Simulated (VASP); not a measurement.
# Cu (I4/mmm) in VASP: a series of runs

Cu is run at these levels: PBE; tasks: single point.

All numbers are computed with VASP 6.6.1; they aren't measurements. Logs are shortened: lines on timing, memory, paths and dates and some standing lists are left out, and cuts for length are marked.

**1. The cell of the first run**

Symmetry: I4/mmm, No. 139, tetragonal system. The conventional cell has a = 2.947 Å, b = 2.947 Å, c = 2.764 Å, α = 90.00°, β = 90.00°, γ = 90.00°. Cu (site symmetry 4/mmm) has 14 Cu at 2.50 to 2.95 Å within 3.3 Å.

**2. Single point, PBE**

Contents of INCAR:

```
PREC = Accurate
ENCUT = 520
EDIFF = 1E-7
ISMEAR = 0
SIGMA = 0.1
LREAL = False
LASPH = True
NELM = 80
ALGO = Normal
ISIF = 2
LWAVE = False
LCHARG = False
GGA = PE
NBANDS = 12
```

Contents of KPOINTS:

```
Automatic mesh
0
Gamma
  20 20 20
```

Contents of POSCAR:

```
Cu
1.0
   -1.4732621059      1.4732621059      1.3819816190
    1.4732621059     -1.4732621059      1.3819816190
    1.4732621059      1.4732621059     -1.3819816190
Cu
1
Direct
    0.0000000000      0.0000000000      0.0000000000
```

Potentials or basis: VASP PAW PBE potentials, release 64 (Cu).

Launch:

```sh
$ cat potpaw_PBE.64/Cu/POTCAR > POTCAR
$ mpirun -np 1 vasp_std > vasp.out
```

OUTCAR:

```text
PREC = Accurate
   ENCUT = 520
   EDIFF = 1E-7
   ISMEAR = 0
   LREAL = False
   LASPH = True
   NELM = 80
   ISIF = 2
   GGA = PE

 ion  position               nearest neighbor table
   1  0.000  0.000  0.000-

  LATTYP: Found a body centered tetragonal cell.
 ALAT       =     2.9465242118
 C/A-ratio  =     0.9380419231

  Lattice vectors:

 A1 = (  -1.4732621059,   1.4732621059,   1.3819816190)
 A2 = (   1.4732621059,  -1.4732621059,   1.3819816190)
 A3 = (   1.4732621059,   1.4732621059,  -1.3819816190)

Analysis of symmetry for initial positions (statically):
=====================================================================
 Subroutine PRICEL returns:
 Original cell was already a primitive cell.

 Routine SETGRP: Setting up the symmetry group for a
 body centered tetragonal supercell.

 Subroutine GETGRP returns: Found 16 space group operations
 (whereof 16 operations were pure point group operations)
 out of a pool of 16 trial point group operations.

The static configuration has the point symmetry D_4h.

Analysis of symmetry for dynamics (positions and initial velocities):
=====================================================================
 Subroutine PRICEL returns:
 Original cell was already a primitive cell.

 Routine SETGRP: Setting up the symmetry group for a
 body centered tetragonal supercell.

 Subroutine GETGRP returns: Found 16 space group operations
 (whereof 16 operations were pure point group operations)
 out of a pool of 16 trial point group operations.

The dynamic configuration has the point symmetry D_4h.

 Subroutine INISYM returns: Found 16 space group operations
 (whereof 16 operations are pure point group operations),
 and found     1 'primitive' translations

----------------------------------------------------------------------------------------

                                     Primitive cell

  volume of cell :      11.9984

  direct lattice vectors                    reciprocal lattice vectors
    -1.473262106  1.473262106  1.381981619     0.000000000  0.339382923  0.361799313
     1.473262106 -1.473262106  1.381981619     0.339382923  0.000000000  0.361799313
     1.473262106  1.473262106 -1.381981619     0.339382923  0.339382923  0.000000000

  length of vectors
     2.500175126  2.500175126  2.500175126     0.496064019  0.496064019  0.479959933

  position of ions in fractional coordinates (direct lattice)
     0.000000000  0.000000000  0.000000000

  ion indices of the primitive-cell ions
   primitive index   ion index
                 1           1

----------------------------------------------------------------------------------------

 KPOINTS: Automatic mesh

Automatic generation of k-mesh.
 Grid dimensions read from file:
 generate k-points for:   20   20   20

 Generating k-lattice:

  Cartesian coordinates                     Fractional coordinates (reciprocal lattice)
     0.000000000  0.016969146  0.018089966     0.050000000  0.000000000 -0.000000000
     0.016969146  0.000000000  0.018089966     0.000000000  0.050000000 -0.000000000
     0.016969146  0.016969146  0.000000000     0.000000000  0.000000000  0.050000000

  Length of vectors
     0.024803201  0.024803201  0.023997997

  Shift w.r.t. Gamma in fractional coordinates (k-lattice)
     0.000000000  0.000000000  0.000000000

 Subroutine IBZKPT returns following result:
 ===========================================

 Found    641 irreducible k-points:

 Following reciprocal coordinates:
            Coordinates               Weight
  0.000000  0.000000  0.000000      1.000000
  0.050000  0.000000 -0.000000      8.000000
  0.100000  0.000000 -0.000000      8.000000
  0.150000  0.000000  0.000000      8.000000
  0.200000  0.000000 -0.000000      8.000000
  0.250000  0.000000 -0.000000      8.000000
[... 16 lines left out ...]
 -0.400000  0.050000  0.000000     16.000000
 -0.350000  0.050000  0.000000     16.000000
 [... further k-points ...]
   k-points           NKPTS =    641   k-points in BZ     NKDIM =    641   number of bands    NBANDS=     12
   number of dos      NEDOS =    301   number of ions     NIONS =      1
   total plane-waves  NPLWV =   8000
   dimension x,y,z NGX =    20 NGY =   20 NGZ =   20
   dimension x,y,z NGXF=    40 NGYF=   40 NGZF=   40
   ions per type =               1
   NGX,Y,Z   is equivalent  to a cutoff of  13.30, 13.30, 13.30 a.u.
   NGXF,Y,Z  is equivalent  to a cutoff of  26.60, 26.60, 26.60 a.u.
 SYSTEM =  unknown system
   PREC   = accura    normal or accurate (medium, high low for compatibility)
   ISTART =      0    job   : 0-new  1-cont  2-samecut
   ICHARG =      2    charge: 1-file 2-atom 10-const
   ISPIN  =      1    spin polarized calculation?
   LNONCOLLINEAR =      F non collinear calculations
   LSORBIT =      F    spin-orbit coupling
   LASPH  =      T    aspherical Exc in radial PAW
   ENCUT  =  520.0 eV  38.22 Ry    6.18 a.u.   4.65  4.65  4.65*2*pi/ulx,y,z
   NELM   =     80;   NELMIN=  2; NELMDL= -5     # of ELM steps
   EDIFF  = 0.1E-06   stopping-criterion for ELM
   LREAL  =      F    real-space projection
   EDIFFG = 0.1E-05   stopping-criterion for IOM
   NSW    =      0    number of steps for IOM
   IBRION =     -1    ionic relax: 0-MD 1-quasi-New 2-CG
   NFREE  =      0    steps in history (QN), initial steepest desc. (CG)
   ISIF   =      2    stress and relaxation
   ISYM   =      2    0-nonsym 1-usesym 2-fastsym
   POTIM  = 0.5000    time-step for ionic-motion
   TEBEG  =    0.0;   TEEND  =   0.0 temperature during run
   PSTRESS=    0.0 pullay stress
   NELECT =      11.0000    total number of electrons
   NUPDOWN=      -1.0000    fix difference up-down
   EMIN   =  10.00;   EMAX   =-10.00  energy-range for DOS
   EFERMI =   0.00;   METHOD = LEGACY
   ISMEAR =     0;   SIGMA  =   0.10  broadening in eV -4-tet -1-fermi 0-gaus
   EFERMI_NEDOS =   21; number of points for ismear=-14 and -15
   IALGO  =     38    algorithm
   IMIX   =      4    mixing-type and parameters
     AMIX     =   0.40;   BMIX     =  1.00
     AMIX_MAG =   1.60;   BMIX_MAG =  1.00
  volume/ion in A,a.u.               =      12.00        80.97
  Fermi-wavevector in a.u.,A,eV,Ry     =   1.590370  3.005364 34.412918  2.529278
  Thomas-Fermi vector in A             =   2.689076
   LORBIT       =      0    0 simple, 1 ext, 2 COOP (PROOUT), +10 PAW based schemes
   GGA     = PE    functional components
   LHFCALC =     F    Hartree Fock is set to
   AEXX    =    0.0000 exact exchange contribution
   IVDW    =     0    specifies the selected vdW correction
   LEPSILON=     F    determine dielectric tensor
   LRPA    =     F    only Hartree local field effects (RPA)
 non-spin polarized calculation
 Gauss-broadening in eV      SIGMA  =   0.10
  energy-cutoff  :      520.00
  volume of cell :       12.00
 maximum number of plane-waves:       338
   NGX =  9   NGY =  9   NGZ =  9

 number of electron      10.9999992 magnetization

 Free energy of the ion-electron system (eV)
  ---------------------------------------------------
  ext. energy  EPLUGINS =         0.00000000
  ---------------------------------------------------
  free energy    TOTEN  =        -3.69163773 eV

  energy without entropy =       -3.68929935  energy(sigma->0) =       -3.69046854

 E-fermi :   7.3873     XC(G=0): -12.6354

 val. band max:        7.3854870057   @ k =   0.5000   0.2000   0.1000
 cond. band min:       7.3875172966   @ k =   0.3000   0.1000   0.1000
 fundamental gap:      0.0020302909
 Fermi energy:         7.3873073871

 k-point     1 :       0.0000    0.0000    0.0000
  band No.  band energies     occupation
      1      -1.8346      2.00000
      2       4.1812      2.00000
      3       4.4293      2.00000
      4       4.4293      2.00000
      5       5.1725      2.00000
      6       5.4356      2.00000
      7      31.5667      0.00000
      8      31.5667      0.00000
      9      33.3230      0.00000
     10      35.3149      0.00000
     11      35.3149      0.00000
     12      35.4630      0.00000

 k-point     2 :       0.0500    0.0000   -0.0000
  band No.  band energies     occupation
      1      -1.7368      2.00000
      2       4.1902      2.00000
      3       4.4264      2.00000
      4       4.4375      2.00000
      5       5.1743      2.00000
      6       5.4211      2.00000
      7      31.0431      0.00000
      8      31.2553      0.00000
      9      32.3590      0.00000
     10      34.0806      0.00000
     11      34.4111      0.00000
     12      34.9504      0.00000

 k-point     3 :       0.1000    0.0000   -0.0000
  band No.  band energies     occupation
      1      -1.4463      2.00000
      2       4.1845      2.00000
      3       4.4141      2.00000
      4       4.4947      2.00000
      5       5.1806      2.00000
      6       5.3853      2.00000
      7      29.2353      0.00000
      8      30.5421      0.00000
      9      30.6815      0.00000
     10      32.5559      0.00000
     11      33.5217      0.00000
     12      34.8343      0.00000

 k-point     4 :       0.1500    0.0000    0.0000
  band No.  band energies     occupation
      1      -0.9718      2.00000
      2       4.1266      2.00000
      3       4.3849      2.00000
      4       4.6379      2.00000
      5       5.1937      2.00000
      6       5.3474      2.00000
      7      26.6153      0.00000
      8      29.3433      0.00000
      9      29.6475      0.00000
     10      31.1818      0.00000
     11      32.7333      0.00000
     12      35.2596      0.00000

 k-point     5 :       0.2000    0.0000   -0.0000
  band No.  band energies     occupation
      1      -0.3324      2.00000
      2       4.0307      2.00000
      3       4.3416      2.00000
      4       4.8499      2.00000
      5       5.2152      2.00000
      6       5.3282      2.00000
      7      23.9073      0.00000
      8      28.1089      0.00000
      9      28.5911      0.00000
     10      30.1323      0.00000
     11      32.1123      0.00000
     12      35.9696      0.00000

 k-point     6 :       0.2500    0.0000   -0.0000
  band No.  band energies     occupation
      1       0.4322      2.00000
      2       3.9180      2.00000
      3       4.3194      2.00000
      4       5.1038      2.00000
      5       5.2397      2.00000
      6       5.3415      2.00000
      7      21.2684      0.00000
      8      26.9950      0.00000
      9      27.4485      0.00000
     10      29.4060      0.00000
     11      31.6521      0.00000
     12      36.8761      0.00000

 k-point     7 :       0.3000    0.0000    0.0000
  band No.  band energies     occupation
      1       1.2347      2.00000
      2       3.8041      2.00000
      3       4.4095      2.00000
      4       5.2604      2.00000
      5       5.3733      2.00000
      6       5.3859      2.00000
      7      18.7545      0.00000
      8      26.0386      0.00000
      9      26.3709      0.00000
     10      28.8923      0.00000
     11      31.3306      0.00000
     12      37.9068      0.00000

 k-point     8 :       0.3500    0.0000    0.0000
  band No.  band energies     occupation
      1       1.9058      2.00000
      2       3.7015      2.00000
      3       4.7726      2.00000
      4       5.2837      2.00000
      5       5.4448      2.00000
      6       5.6301      2.00000
      7      16.4117      0.00000
      8      25.2672      0.00000
      9      25.4557      0.00000
     10      28.5251      0.00000
     11      31.1212      0.00000
     12      38.9577      0.00000
[... 166 lines left out ...]
 k-point    20 :       0.4500    0.0500    0.0000
  band No.  band energies     occupation
      1       2.5044      2.00000
      2       3.5634      2.00000
      3       5.2484      2.00000
      4       5.4859      2.00000
      5       5.8671      2.00000
      6       7.2004      1.99179
      7      12.1028      0.00000
      8      23.2917      0.00000
      9      24.1993      0.00000
     10      28.7009      0.00000
     11      31.4998      0.00000
     12      39.8401      0.00000

 k-point    21 :       0.5000    0.0500   -0.0000
  band No.  band energies     occupation
      1       2.5020      2.00000
      2       3.5647      2.00000
      3       5.2764      2.00000
      4       5.4503      2.00000
      5       5.8639      2.00000
      6       7.1709      1.99779
      7      12.1539      0.00000
      8      23.2135      0.00000
      9      24.2431      0.00000
     10      28.7157      0.00000
     11      31.5508      0.00000
     12      40.5085      0.00000

 k-point    22 :      -0.4500    0.0500    0.0000
  band No.  band energies     occupation
      1       2.4214      2.00000
      2       3.6004      2.00000
      3       5.2881      2.00000
      4       5.3233      2.00000
      5       5.6924      2.00000
      6       6.4611      2.00000
      7      13.4980      0.00000
      8      23.3746      0.00000
      9      24.5447      0.00000
     10      28.8323      0.00000
     11      31.6588      0.00000
     12      40.9112      0.00000

 k-point    23 :      -0.4000    0.0500    0.0000
  band No.  band energies     occupation
      1       2.1715      2.00000
      2       3.6672      2.00000
      3       4.8931      2.00000
      4       5.2950      2.00000
      5       5.4864      2.00000
      6       5.9329      2.00000
      7      15.4432      0.00000
      8      23.7563      0.00000
      9      25.0980      0.00000
     10      29.0503      0.00000
     11      31.8402      0.00000
     12      40.7235      0.00000

 k-point    24 :      -0.3500    0.0500    0.0000
  band No.  band energies     occupation
      1       1.6331      2.00000
      2       3.7587      2.00000
      3       4.4567      2.00000
      4       5.2755      2.00000
      5       5.3886      2.00000
      6       5.6094      2.00000
      7      17.6877      0.00000
      8      24.3316      0.00000
      9      25.8884      0.00000
     10      29.3700      0.00000
     11      32.1211      0.00000
     12      39.1669      0.00000

 [... further k-points ...]
[... 5 lines left out ...]
  --------------------------------------------------------------------------------------
  -------------------------------------------------------------------------------------
  Total        0.0537066      0.0537066      0.0480919      0.0000000      0.0000000      0.0000000
  in kB        7.1715917      7.1715917      6.4218503      0.0000000      0.0000000      0.0000000
  external PRESSURE =       6.9216779 kB  Pullay stress =       0.0000000 kB

 VOLUME and BASIS-vectors are now :
 -----------------------------------------------------------------------------
  energy-cutoff  :      520.00
  volume of cell :       12.00
      direct lattice vectors                 reciprocal lattice vectors
    -1.473262106  1.473262106  1.381981619     0.000000000  0.339382923  0.361799313
     1.473262106 -1.473262106  1.381981619     0.339382923  0.000000000  0.361799313
     1.473262106  1.473262106 -1.381981619     0.339382923  0.339382923  0.000000000

 POSITION                                       TOTAL-FORCE (eV/Angst)
 -----------------------------------------------------------------------------------
      0.00000      0.00000      0.00000        -0.000000     -0.000000     -0.000000
 -----------------------------------------------------------------------------------
    total drift:                               -0.000000     -0.000000      0.000000

  FREE ENERGIE OF THE ION-ELECTRON SYSTEM (eV)
  ---------------------------------------------------
  free  energy   TOTEN  =        -3.6916377310 eV

  energy  without entropy=       -3.6892993518  energy(sigma->0) =       -3.69046854
```

Run time: 3.1 min. Hardware: 1 thread of AMD EPYC 7R13, shared host; peak memory 0.17 GiB.

What came out:

- Free energy: -3.6916 eV
- Pressure: 0.7 GPa

Levels at points of the mesh, in eV from the Fermi level:
| k point | band 2 | band 3 | band 4 | band 5 | band 6 | band 7 | band 8 | band 9 | band 10 | band 11 |
| --- | --- | --- | --- | --- | --- | --- | --- | --- | --- | --- |
| (0.00, 0.00, 0.00) | -3.21 | -2.96 | -2.96 | -2.21 | -1.95 | 24.18 | 24.18 | 25.94 | 27.93 | 27.93 |
| (0.50, 0.00, 0.00) | -3.84 | -2.10 | -1.85 | -1.35 | -0.37 | 4.52 | 16.79 | 16.85 | 20.70 | 23.53 |
| (0.50, 0.50, 0.00) | -3.53 | -2.29 | -2.03 | -1.38 | -0.85 | 3.82 | 18.53 | 18.65 | 22.24 | 25.00 |
| (0.50, 0.50, 0.50) | -4.51 | -1.54 | -1.54 | -1.47 | 7.36 | 7.36 | 9.79 | 12.87 | 13.47 | 16.31 |

(Continued in part 2 of 2.)
